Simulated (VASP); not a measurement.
# TaN (Fm-3m) in VASP: further runs

Runs on TaN. Level: LDA. Tasks: single point.

Everything below comes from runs of VASP 6.6.1. Logs are shortened: lines on timing, memory, paths and dates and some standing lists are left out, and cuts for length are marked.

## Step 1: The cell of the first run

The structure is cubic, space group Fm-3m (No. 225). Conventional cell: a = 4.275 Å, b = 4.275 Å, c = 4.275 Å, α = 90.00°, β = 90.00°, γ = 90.00°. Ta (site symmetry m-3m) has 6 N at 2.14 Å within 2.8 Å. N (site symmetry m-3m) has 6 Ta at 2.14 Å within 2.8 Å.

## Step 2: Single point, LDA

INCAR reads:

```
  ALGO = Normal
  EDIFF = 1E-7
  ENCUT = 520
  GGA = CA
  ISIF = 2
  ISMEAR = 0
  LASPH = True
  LCHARG = False
  LREAL = False
  LWAVE = False
  NBANDS = 15
  NELM = 60
  PREC = Accurate
  SIGMA = 0.15
```

KPOINTS reads:

```
k-points
0
Gamma
  18 18 18
```

POSCAR reads:

```
TaN
1.0
    0.0000000000      2.1375325951      2.1375325951
    2.1375325951      0.0000000000      2.1375325951
    2.1375325951      2.1375325951      0.0000000000
Ta N
1 1
Direct
    0.5000000000      0.5000000000      0.5000000000
    0.0000000000      0.0000000000      0.0000000000
```

Potentials or basis: VASP PAW LDA potentials, release 64 (Ta_pv, N).

The run is started by

```sh
$ cat potpaw_LDA.64/Ta_pv/POTCAR potpaw_LDA.64/N/POTCAR > POTCAR
$ mpirun -np 1 vasp_std > vasp.out
```

OUTCAR:

```text
EDIFF = 1E-7
   ENCUT = 520
   GGA = CA
   ISIF = 2
   ISMEAR = 0
   LASPH = True
   LREAL = False
   NELM = 60
   PREC = Accurate

 ion  position               nearest neighbor table
   1  0.500  0.500  0.500-   2 2.14   2 2.14   2 2.14   2 2.14   2 2.14   2 2.14
   2  0.000  0.000  0.000-   1 2.14   1 2.14   1 2.14   1 2.14   1 2.14   1 2.14

  LATTYP: Found a face centered cubic cell.
 ALAT       =     4.2750651902

  Lattice vectors:

 A1 = (   0.0000000000,   2.1375325951,   2.1375325951)
 A2 = (   2.1375325951,   0.0000000000,   2.1375325951)
 A3 = (   2.1375325951,   2.1375325951,   0.0000000000)

Analysis of symmetry for initial positions (statically):
=====================================================================
 Subroutine PRICEL returns:
 Original cell was already a primitive cell.

 Routine SETGRP: Setting up the symmetry group for a
 face centered cubic supercell.

 Subroutine GETGRP returns: Found 48 space group operations
 (whereof 48 operations were pure point group operations)
 out of a pool of 48 trial point group operations.

The static configuration has the point symmetry O_h .

Analysis of symmetry for dynamics (positions and initial velocities):
=====================================================================
 Subroutine PRICEL returns:
 Original cell was already a primitive cell.

 Routine SETGRP: Setting up the symmetry group for a
 face centered cubic supercell.

 Subroutine GETGRP returns: Found 48 space group operations
 (whereof 48 operations were pure point group operations)
 out of a pool of 48 trial point group operations.

The dynamic configuration has the point symmetry O_h .

 Subroutine INISYM returns: Found 48 space group operations
 (whereof 48 operations are pure point group operations),
 and found     1 'primitive' translations

----------------------------------------------------------------------------------------

                                     Primitive cell

  volume of cell :      19.5330

  direct lattice vectors                    reciprocal lattice vectors
     0.000000000  2.137532595  2.137532595    -0.233914562  0.233914562  0.233914562
     2.137532595  0.000000000  2.137532595     0.233914562 -0.233914562  0.233914562
     2.137532595  2.137532595  0.000000000     0.233914562  0.233914562 -0.233914562

  length of vectors
     3.022927586  3.022927586  3.022927586     0.405151905  0.405151905  0.405151905

  position of ions in fractional coordinates (direct lattice)
     0.500000000  0.500000000  0.500000000
     0.000000000  0.000000000  0.000000000

  ion indices of the primitive-cell ions
   primitive index   ion index
                 1           1
                 2           2

----------------------------------------------------------------------------------------

 KPOINTS: k-points

Automatic generation of k-mesh.
 Grid dimensions read from file:
 generate k-points for:   18   18   18

 Generating k-lattice:

  Cartesian coordinates                     Fractional coordinates (reciprocal lattice)
    -0.012995253  0.012995253  0.012995253     0.055555556  0.000000000  0.000000000
     0.012995253 -0.012995253  0.012995253     0.000000000  0.055555556  0.000000000
     0.012995253  0.012995253 -0.012995253     0.000000000  0.000000000  0.055555556

  Length of vectors
     0.022508439  0.022508439  0.022508439

  Shift w.r.t. Gamma in fractional coordinates (k-lattice)
     0.000000000  0.000000000  0.000000000

 Subroutine IBZKPT returns following result:
 ===========================================

 Found    195 irreducible k-points:

 Following reciprocal coordinates:
            Coordinates               Weight
  0.000000  0.000000  0.000000      1.000000
  0.055556  0.000000  0.000000      8.000000
  0.111111  0.000000  0.000000      8.000000
  0.166667  0.000000  0.000000      8.000000
  0.222222  0.000000  0.000000      8.000000
  0.277778  0.000000  0.000000      8.000000
[... 16 lines left out ...]
 -0.277778  0.055556  0.000000     24.000000
 -0.222222  0.055556  0.000000     24.000000
 [... further k-points ...]
   k-points           NKPTS =    195   k-points in BZ     NKDIM =    195   number of bands    NBANDS=     15
   number of dos      NEDOS =    301   number of ions     NIONS =      2
   total plane-waves  NPLWV =  13824
   dimension x,y,z NGX =    24 NGY =   24 NGZ =   24
   dimension x,y,z NGXF=    48 NGYF=   48 NGZF=   48
   ions per type =               1   1
   NGX,Y,Z   is equivalent  to a cutoff of  13.20, 13.20, 13.20 a.u.
   NGXF,Y,Z  is equivalent  to a cutoff of  26.40, 26.40, 26.40 a.u.
 SYSTEM =  unknown system
   PREC   = accura    normal or accurate (medium, high low for compatibility)
   ISTART =      0    job   : 0-new  1-cont  2-samecut
   ICHARG =      2    charge: 1-file 2-atom 10-const
   ISPIN  =      1    spin polarized calculation?
   LNONCOLLINEAR =      F non collinear calculations
   LSORBIT =      F    spin-orbit coupling
   LASPH  =      T    aspherical Exc in radial PAW
   ENCUT  =  520.0 eV  38.22 Ry    6.18 a.u.   5.62  5.62  5.62*2*pi/ulx,y,z
   NELM   =     60;   NELMIN=  2; NELMDL= -5     # of ELM steps
   EDIFF  = 0.1E-06   stopping-criterion for ELM
   LREAL  =      F    real-space projection
   EDIFFG = 0.1E-05   stopping-criterion for IOM
   NSW    =      0    number of steps for IOM
   IBRION =     -1    ionic relax: 0-MD 1-quasi-New 2-CG
   NFREE  =      0    steps in history (QN), initial steepest desc. (CG)
   ISIF   =      2    stress and relaxation
   ISYM   =      2    0-nonsym 1-usesym 2-fastsym
   POTIM  = 0.5000    time-step for ionic-motion
   TEBEG  =    0.0;   TEEND  =   0.0 temperature during run
   PSTRESS=    0.0 pullay stress
   NELECT =      16.0000    total number of electrons
   NUPDOWN=      -1.0000    fix difference up-down
   EMIN   =  10.00;   EMAX   =-10.00  energy-range for DOS
   EFERMI =   0.00;   METHOD = LEGACY
   ISMEAR =     0;   SIGMA  =   0.15  broadening in eV -4-tet -1-fermi 0-gaus
   EFERMI_NEDOS =   21; number of points for ismear=-14 and -15
   IALGO  =     38    algorithm
   IMIX   =      4    mixing-type and parameters
     AMIX     =   0.40;   BMIX     =  1.00
     AMIX_MAG =   1.60;   BMIX_MAG =  1.00
  volume/ion in A,a.u.               =       9.77        65.91
  Fermi-wavevector in a.u.,A,eV,Ry     =   1.531765  2.894616 31.923395  2.346303
  Thomas-Fermi vector in A             =   2.639064
   LORBIT       =      0    0 simple, 1 ext, 2 COOP (PROOUT), +10 PAW based schemes
   GGA     = CA    functional components
   LHFCALC =     F    Hartree Fock is set to
   AEXX    =    0.0000 exact exchange contribution
   IVDW    =     0    specifies the selected vdW correction
   LEPSILON=     F    determine dielectric tensor
   LRPA    =     F    only Hartree local field effects (RPA)
 non-spin polarized calculation
 Gauss-broadening in eV      SIGMA  =   0.15
  energy-cutoff  :      520.00
  volume of cell :       19.53
 maximum number of plane-waves:       544
   NGX = 11   NGY = 11   NGZ = 11

 number of electron      15.9999998 magnetization

 Free energy of the ion-electron system (eV)
  ---------------------------------------------------
  ext. energy  EPLUGINS =         0.00000000
  ---------------------------------------------------
  free energy    TOTEN  =       -24.07308826 eV

  energy without entropy =      -24.06434836  energy(sigma->0) =      -24.06871831

 E-fermi :  10.4154     XC(G=0): -14.1274

 val. band max:       10.4131645459   @ k =   0.3889   0.0556   0.0000
 cond. band min:      10.4169348382   @ k =  -0.2778   0.3333   0.1111
 fundamental gap:      0.0037702923
 Fermi energy:        10.4154472016

 k-point     1 :       0.0000    0.0000    0.0000
  band No.  band energies     occupation
      1     -24.9941      2.00000
      2     -24.9941      2.00000
      3     -24.9941      2.00000
      4      -8.9049      2.00000
      5       6.3949      2.00000
      6       6.3949      2.00000
      7       6.3949      2.00000
      8       8.0209      2.00000
      9       8.0209      2.00000
     10       8.0209      2.00000
     11      10.4212      0.95706
     12      10.4212      0.95706
     13      12.9132      0.00000
     14      19.9133      0.00000
     15      21.9996      0.00000

 k-point     2 :       0.0556    0.0000    0.0000
  band No.  band energies     occupation
      1     -25.0341      2.00000
      2     -24.9974      2.00000
      3     -24.9974      2.00000
      4      -8.8136      2.00000
      5       5.9471      2.00000
      6       6.0724      2.00000
      7       6.0724      2.00000
      8       8.1666      2.00000
      9       8.1666      2.00000
     10       8.2523      2.00000
     11      10.7834      0.00052
     12      10.7834      0.00052
     13      13.1297      0.00000
     14      20.1746      0.00000
     15      21.9995      0.00000

 k-point     3 :       0.1111    0.0000    0.0000
  band No.  band energies     occupation
      1     -25.1477      2.00000
      2     -25.0071      2.00000
      3     -25.0071      2.00000
      4      -8.5484      2.00000
      5       5.0185      2.00000
      6       5.3874      2.00000
      7       5.3874      2.00000
      8       8.5028      2.00000
      9       8.5028      2.00000
     10       8.6181      2.00000
     11      11.6808      0.00000
     12      11.6808      0.00000
     13      13.7083      0.00000
     14      20.9151      0.00000
     15      21.9994      0.00000

 k-point     4 :       0.1667    0.0000    0.0000
  band No.  band energies     occupation
      1     -25.3171      2.00000
      2     -25.0218      2.00000
      3     -25.0218      2.00000
      4      -8.1341      2.00000
      5       3.9509      2.00000
      6       4.6354      2.00000
      7       4.6354      2.00000
      8       8.9688      2.00000
      9       8.9797      2.00000
     10       8.9797      2.00000
     11      12.8429      0.00000
     12      12.8429      0.00000
     13      14.4880      0.00000
     14      21.9870      0.00000
     15      22.0091      0.00000
[... 307 lines left out ...]
 k-point    22 :      -0.3333    0.0556    0.0000
  band No.  band energies     occupation
      1     -25.9568      2.00000
      2     -25.1228      2.00000
      3     -25.0710      2.00000
      4      -6.2043      2.00000
      5       0.6202      2.00000
      6       2.6015      2.00000
      7       2.9121      2.00000
      8      10.5332      0.26711
      9      10.9870      0.00000
     10      12.0158      0.00000
     11      15.7706      0.00000
     12      16.7629      0.00000
     13      17.6029      0.00000
     14      21.9840      0.00000
     15      23.4322      0.00000

 k-point    23 :      -0.2778    0.0556    0.0000
  band No.  band energies     occupation
      1     -25.7857      2.00000
      2     -25.1079      2.00000
      3     -25.0505      2.00000
      4      -6.7849      2.00000
      5       1.4539      2.00000
      6       2.9869      2.00000
      7       3.3917      2.00000
      8       9.8800      2.00000
      9      10.2079      1.94961
     10      11.3041      0.00000
     11      14.8470      0.00000
     12      16.3949      0.00000
     13      16.5032      0.00000
     14      21.9919      0.00000
     15      23.7730      0.00000

 k-point    24 :      -0.2222    0.0556    0.0000
  band No.  band energies     occupation
      1     -25.5896      2.00000
      2     -25.0880      2.00000
      3     -25.0305      2.00000
      4      -7.3721      2.00000
      5       2.3948      2.00000
      6       3.5004      2.00000
      7       3.9788      2.00000
      8       9.3799      2.00000
      9       9.4898      2.00000
     10      10.5520      0.19787
     11      13.6481      0.00000
     12      15.2652      0.00000
     13      15.8244      0.00000
     14      21.9963      0.00000
     15      23.5553      0.00000

 [... further k-points ...]
[... 5 lines left out ...]
  --------------------------------------------------------------------------------------
  -------------------------------------------------------------------------------------
  Total        2.9204751      2.9204751      2.9204751     -0.0000000      0.0000000     -0.0000000
  in kB      239.5498239    239.5498239    239.5498239     -0.0000000      0.0000000     -0.0000000
  external PRESSURE =     239.5498239 kB  Pullay stress =       0.0000000 kB

 VOLUME and BASIS-vectors are now :
 -----------------------------------------------------------------------------
  energy-cutoff  :      520.00
  volume of cell :       19.53
      direct lattice vectors                 reciprocal lattice vectors
     0.000000000  2.137532595  2.137532595    -0.233914562  0.233914562  0.233914562
     2.137532595  0.000000000  2.137532595     0.233914562 -0.233914562  0.233914562
     2.137532595  2.137532595  0.000000000     0.233914562  0.233914562 -0.233914562

 POSITION                                       TOTAL-FORCE (eV/Angst)
 -----------------------------------------------------------------------------------
      2.13753      2.13753      2.13753        -0.000000      0.000000     -0.000000
      0.00000      0.00000      0.00000         0.000000     -0.000000      0.000000
 -----------------------------------------------------------------------------------
    total drift:                                0.000000     -0.000000     -0.000000

  FREE ENERGIE OF THE ION-ELECTRON SYSTEM (eV)
  ---------------------------------------------------
  free  energy   TOTEN  =       -24.0730882554 eV

  energy  without entropy=      -24.0643483609  energy(sigma->0) =      -24.06871831
```

It took 33 s on 1 thread of AMD EPYC 9R45 (Zen 5), shared host; peak memory 0.14 GiB.

Results:

```
Free energy            : -24.0731 eV
Pressure               : 24.0 GPa
Band gap on the k mesh : zero (band 8 reaches 12.56 eV, above the bottom of band 9 at 8.02 eV)
```

Levels at points of the mesh, in eV from the Fermi level:
```
           k point  band 4  band 5  band 6  band 7  band 8  band 9  band 10  band 11  band 12  band 13
(0.00, 0.00, 0.00)  -19.32   -4.02   -4.02   -4.02   -2.39   -2.39    -2.39     0.01     0.01     2.50
(0.50, 0.00, 0.00)  -15.65  -11.06   -8.22   -8.22    2.14    2.14     2.27     4.23     8.44     8.44
(0.50, 0.50, 0.00)  -18.05   -6.68   -6.09   -4.76   -4.76    2.33     4.03     4.03     5.57     7.80
```

Caveat: spin-orbit coupling is left out, which moves the levels of the heavy elements.

## Step 3: Single point, LDA

This run uses another cell than the first one, of 10.02 Å³/atom, 1.026 times its volume.

INCAR reads:

```
  PREC = Accurate
  ENCUT = 520
  EDIFF = 1E-6
  ISMEAR = 0
  SIGMA = 0.15
  LREAL = False
  LASPH = True
  NELM = 80
  ALGO = Normal
  ISIF = 2
  LWAVE = False
  LCHARG = False
  GGA = CA
  NBANDS = 15
```

KPOINTS reads:

```
regular mesh
0
Gamma
  18 18 18
```

POSCAR reads:

```
TaN
1.0
    0.0000000000      2.1557928146      2.1557928146
    2.1557928146      0.0000000000      2.1557928146
    2.1557928146      2.1557928146      0.0000000000
Ta N
1 1
Direct
    0.5000000000      0.5000000000      0.5000000000
    0.0000000000      0.0000000000      0.0000000000
```

Potentials or basis: VASP PAW LDA potentials, release 64 (Ta_pv, N).

The run is started by

```sh
$ cat potpaw_LDA.64/Ta_pv/POTCAR potpaw_LDA.64/N/POTCAR > POTCAR
$ mpirun -np 1 vasp_std > vasp.out
```

OUTCAR:

```text
PREC = Accurate
   ENCUT = 520
   EDIFF = 1E-6
   ISMEAR = 0
   LREAL = False
   LASPH = True
   NELM = 80
   ISIF = 2
   GGA = CA

 ion  position               nearest neighbor table
   1  0.500  0.500  0.500-   2 2.16   2 2.16   2 2.16   2 2.16   2 2.16   2 2.16
   2  0.000  0.000  0.000-   1 2.16   1 2.16   1 2.16   1 2.16   1 2.16   1 2.16

  LATTYP: Found a face centered cubic cell.
 ALAT       =     4.3115856292

  Lattice vectors:

 A1 = (   0.0000000000,   2.1557928146,   2.1557928146)
 A2 = (   2.1557928146,   0.0000000000,   2.1557928146)
 A3 = (   2.1557928146,   2.1557928146,   0.0000000000)

Analysis of symmetry for initial positions (statically):
=====================================================================
 Subroutine PRICEL returns:
 Original cell was already a primitive cell.

 Routine SETGRP: Setting up the symmetry group for a
 face centered cubic supercell.

 Subroutine GETGRP returns: Found 48 space group operations
 (whereof 48 operations were pure point group operations)
 out of a pool of 48 trial point group operations.

The static configuration has the point symmetry O_h .

Analysis of symmetry for dynamics (positions and initial velocities):
[... 168 lines left out ...]
      1     -25.3513      2.00000
      2     -25.3513      2.00000
      3     -25.3513      2.00000
      4      -9.0013      2.00000
      5       6.1591      2.00000
      6       6.1591      2.00000
      7       6.1591      2.00000
      8       7.7913      2.00000
      9       7.7913      2.00000
     10       7.7913      2.00000
     11      10.1069      0.99776
     12      10.1070      0.99775
     13      12.3618      0.00000
     14      19.5995      0.00000
[... 401 lines left out ...]
      2     -25.4375      2.00000
      3     -25.3854      2.00000
      4      -7.5409      2.00000
      5       2.2308      2.00000
      6       3.3544      2.00000
      7       3.8117      2.00000
      8       9.0996      2.00000
      9       9.2138      2.00000
     10      10.2356      0.22405
     11      13.2111      0.00000
     12      14.7935      0.00000
     13      15.2915      0.00000
     14      21.6284      0.00000
     15      23.0626      0.00000

 [... further k-points ...]
[... 5 lines left out ...]
  --------------------------------------------------------------------------------------
  -------------------------------------------------------------------------------------
  Total        1.5494249      1.5494249      1.5494249      0.0000000      0.0000000      0.0000000
  in kB      123.8882346    123.8882346    123.8882346      0.0000000      0.0000000      0.0000000
  external PRESSURE =     123.8882346 kB  Pullay stress =       0.0000000 kB

 VOLUME and BASIS-vectors are now :
 -----------------------------------------------------------------------------
  energy-cutoff  :      520.00
  volume of cell :       20.04
      direct lattice vectors                 reciprocal lattice vectors
     0.000000000  2.155792815  2.155792815    -0.231933234  0.231933234  0.231933234
     2.155792815  0.000000000  2.155792815     0.231933234 -0.231933234  0.231933234
     2.155792815  2.155792815  0.000000000     0.231933234  0.231933234 -0.231933234

 POSITION                                       TOTAL-FORCE (eV/Angst)
 -----------------------------------------------------------------------------------
      2.15579      2.15579      2.15579        -0.000000      0.000000     -0.000000
      0.00000      0.00000      0.00000         0.000000     -0.000000      0.000000
 -----------------------------------------------------------------------------------
    total drift:                                0.000000     -0.000000     -0.000000

  FREE ENERGIE OF THE ION-ELECTRON SYSTEM (eV)
  ---------------------------------------------------
  free  energy   TOTEN  =       -24.1304158213 eV

  energy  without entropy=      -24.1213950110  energy(sigma->0) =      -24.12590542
```

It took 30 s on 1 thread of AMD EPYC 9R45 (Zen 5), shared host; peak memory 0.15 GiB.

Results:

```yaml
Free_energy: -24.1304 eV
Pressure: 12.4 GPa
Band_gap_on_the_k_mesh: zero (band 8 reaches 12.17 eV, above the bottom of band 9 at 7.79 eV)
```

Caveat: spin-orbit coupling is left out, which moves the levels of the heavy elements.

(Part 1 of 2 ends here.)
